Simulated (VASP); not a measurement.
A run of VASP 6.6.1 is set up as follows.

The input INCAR:

```
PREC = Accurate ; ENCUT = 500
EDIFF = 1E-6 ; ISMEAR = 0
SIGMA = 0.05 ; LREAL = F
LASPH = T ; NELM = 120
ALGO = Normal ; ISIF = 2
LWAVE = F ; LCHARG = T
GGA = PE ; IVDW = 12
LELF = T ; LVHAR = T
NBANDS = 15 ; GGA_COMPAT = F
```

Contents of KPOINTS:

```
regular mesh
0
Gamma
  8 8 8
```

The input POSCAR:

```
CaS
1.0
    0.0000000000      2.7981421586      2.7981421586
    2.7981421586      0.0000000000      2.7981421586
    2.7981421586      2.7981421586      0.0000000000
Ca S
1 1
Direct
    0.5000000000      0.5000000000      0.5000000000
    0.0000000000      0.0000000000      0.0000000000
```

Potentials or basis: VASP PAW PBE potentials, release 64 (Ca_sv, S).

Launch:

```console
$ cat potpaw_PBE.64/Ca_sv/POTCAR potpaw_PBE.64/S/POTCAR > POTCAR
$ mpirun -np 1 vasp_std > vasp.out
```

Estimate the pressure.

1.5 GPa.

What does it give for the band gap on the k mesh?

2.23 eV, indirect (least direct gap 3.07 eV).

Estimate the dispersion energy per atom.

-0.353 eV.

 A k mesh can miss the band edges.
